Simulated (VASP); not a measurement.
Here is a VASP 6.6.1 calculation.

File POSCAR:

```
SnSe
1.0
    0.0000000000      2.9799000000      3.0100000000
    3.0100000000      0.0000000000      3.0100000000
    3.0100000000      2.9799000000      0.0000000000
Sn Se
1 1
Direct
    0.0000000000      0.0000000000      0.0000000000
    0.5000000000      0.5000000000      0.5000000000
```

Contents of INCAR.step1:

```
ALGO     = Normal         # electronic algorithm
EDIFF    = 1E-4           # SCF threshold, eV
ENCUT    = 520            # plane-wave cutoff, eV
GGA      = PE             # functional
ISMEAR   = 0              # smearing method
LASPH    = T              # aspherical terms in the spheres
LCHARG   = F              # write CHGCAR
LREAL    = F              # projectors in reciprocal space
LWAVE    = T              # write WAVECAR
NBANDS   = 17             # bands
NELM     = 80             # most SCF steps
PREC     = Accurate       # precision mode
SIGMA    = 0.05           # smearing width, eV
```

The input INCAR.step2:

```
ALGO     = Normal         # electronic algorithm
EDIFF    = 1E-7           # SCF threshold, eV
ENCUT    = 520            # plane-wave cutoff, eV
ISIF     = 2              # what is computed and relaxed
ISMEAR   = 0              # smearing method
ISTART   = 1            
LASPH    = T              # aspherical terms in the spheres
LCHARG   = T              # write CHGCAR
LELF     = T              # ELF
LMIXTAU  = T            
LREAL    = F              # projectors in reciprocal space
LVHAR    = T            
LWAVE    = F              # write WAVECAR
METAGGA  = R2SCAN         # meta-GGA
NBANDS   = 17             # bands
NELM     = 80             # most SCF steps
PREC     = Accurate       # precision mode
SIGMA    = 0.05           # smearing width, eV
```

The input KPOINTS:

```
k-points
0
Gamma
  10 10 10
```

Potentials or basis: VASP PAW PBE potentials, release 64 (Sn_d, Se).

Command:

```console
$ cat potpaw_PBE.64/Sn_d/POTCAR potpaw_PBE.64/Se/POTCAR > POTCAR
$ cp INCAR.step1 INCAR
$ mpirun -np 1 vasp_std > vasp.out
$ cp INCAR.step2 INCAR
$ mpirun -np 1 vasp_std > vasp.out
```

Problem. What does it give for the band gap on the k mesh?

Solution. 0.48 eV, indirect (least direct gap 0.50 eV).

Problem. Predict the pressure.

Solution. 0.5 GPa.

Stress tensor (GPa, compression positive):
```
0.09 0.00 0.00
0.00 1.41 0.00
0.00 0.00 0.09
```

Caveat: the cell differs from its parent crystal (strain -0.0100 x Voigt [0, 1, 0, 0, 0, 0]); the PAW data sets were made with another functional, which shifts forces and pressure a little; spin-orbit coupling is left out, which moves the levels of the heavy elements. A k mesh can miss the band edges.
